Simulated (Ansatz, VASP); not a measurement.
This is a calculation of Pb for VASP 6.6.1.

File INCAR:

```
ALGO     = Normal         # electronic algorithm
EDIFF    = 1E-7           # SCF threshold, eV
EDIFFG   = -0.02          # ionic threshold
ENCUT    = 600            # plane-wave cutoff, eV
GGA      = PS             # functional
IBRION   = 2              # ionic algorithm
ISIF     = 3              # what is computed and relaxed
ISMEAR   = -1             # smearing method
IVDW     = 13             # dispersion correction
LASPH    = True           # aspherical terms in the spheres
LCHARG   = False          # write CHGCAR
LREAL    = False          # projectors in reciprocal space
LWAVE    = False          # write WAVECAR
NELM     = 60             # most SCF steps
NSW      = 80             # ionic steps
PREC     = Accurate       # precision mode
SIGMA    = 0.05           # smearing width, eV
```

The input KPOINTS:

```
k-points
0
Gamma
  9 9 9
```

The input POSCAR:

```
Pb
1.0
    0.0000000000      2.4750200000      2.4750200000
    2.4750200000      0.0000000000      2.4750200000
    2.4750200000      2.4750200000      0.0000000000
Pb
1
Direct
    0.0000000000      0.0000000000      0.0000000000
```

Potentials or basis: VASP PAW PBE potentials, release 64 (Pb_d).

The run is started by

```console
$ cat potpaw_PBE.64/Pb_d/POTCAR > POTCAR
$ mpirun -np 1 vasp_std > vasp.out
```

Translate it to Ansatz 0.2.0. Potentials there: all-electron LAPW, scalar-relativistic.

As run (the cutoff follows the program's own potentials):

The input input.yaml:

```yaml
crystal:
  lattice:
    - [0.0, 2.47502, 2.47502]
    - [2.47502, 0.0, 2.47502]
    - [2.47502, 2.47502, 0.0]
  atoms:
    - { symbol: Pb, position: [0.0, 0.0, 0.0] }
kpoints:
  mp_grid: { grid: [9, 9, 9] }
scf:
  occupations: { method: fermi_dirac, width: 0.05 }
hamiltonian:
  xc: pbesol
  dispersion: d4
  pseudopotentials: { kind: all_electron, lapw: { basis_error: 0.001 } }
output:
  forces: true
  stress: true
relax:
  f_tol: 0.02
  max_steps: 60
  cell: {}
```

Potentials or basis: all-electron LAPW, scalar-relativistic.

Launch:

```sh
$ ansatz run input.yaml --threads 1 --pin off --max-ram 3072MiB --backend cpu --events-out ev --progress --plain --runs-dir out
```

Both were run:

|  | VASP | Ansatz | Ansatz less VASP |
| --- | --- | --- | --- |
| relaxed volume (Å³/atom) | 29.14 | 29.16 | +0.016 |
| relaxed cell length with the largest relative difference (Å) | 3.454 | 3.455 | +0.0006 |

VASP's potentials were made for PBE, not for PBEsol. Ansatz ran all-electron here, and VASP with PAW potentials.

Neither program's run includes spin-orbit coupling.
